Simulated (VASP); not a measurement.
Wanted: the native input for a VASP 6.6.1 run.

- Task: single point
- Functional: LDA
- Potentials or basis: VASP PAW LDA potentials, release 64 (Sb)
- Cutoff: 520 eV
- k mesh: 9 × 9 × 9
- Occupations: fermi-dirac, width 0.1 eV
- Spin: no spin polarisation
- Dipole correction: no
- Further INCAR settings: ALGO = Normal; EDIFF = 1e-07; NBANDS = 12

The structure of Sb lies in POSCAR:

```
Sb
1.0
    2.1456002536      1.2387628840      3.6587425366
   -2.1456002536      1.2387628840      3.6587425366
    0.0000000000     -2.4775257680      3.6587425366
Sb
2
Direct
    0.2359371474      0.2359371474      0.2359371474
    0.7640628526      0.7640628526      0.7640628526
```

These files were run (other wordings do the same):

INCAR

```
PREC = Accurate
ENCUT = 520
EDIFF = 1E-7
ISMEAR = -1
SIGMA = 0.1
LREAL = False
LASPH = True
NELM = 80
ALGO = Normal
ISIF = 2
LWAVE = False
LCHARG = False
GGA = CA
NBANDS = 12
```

KPOINTS

```
Automatic mesh
0
Gamma
  9 9 9
```

Potentials or basis: VASP PAW LDA potentials, release 64 (Sb).

Command:

```sh
$ cat potpaw_LDA.64/Sb/POTCAR > POTCAR
$ mpirun -np 1 vasp_std > vasp.out
```

Results of the run:

```json
{
 "Pressure": "0.3 GPa",
 "Largest force": "0.063 eV/Å"
}
```

Wall time 110 s on 1 thread of AMD EPYC 7R13, with other jobs on the host, peak memory 0.17 GiB.
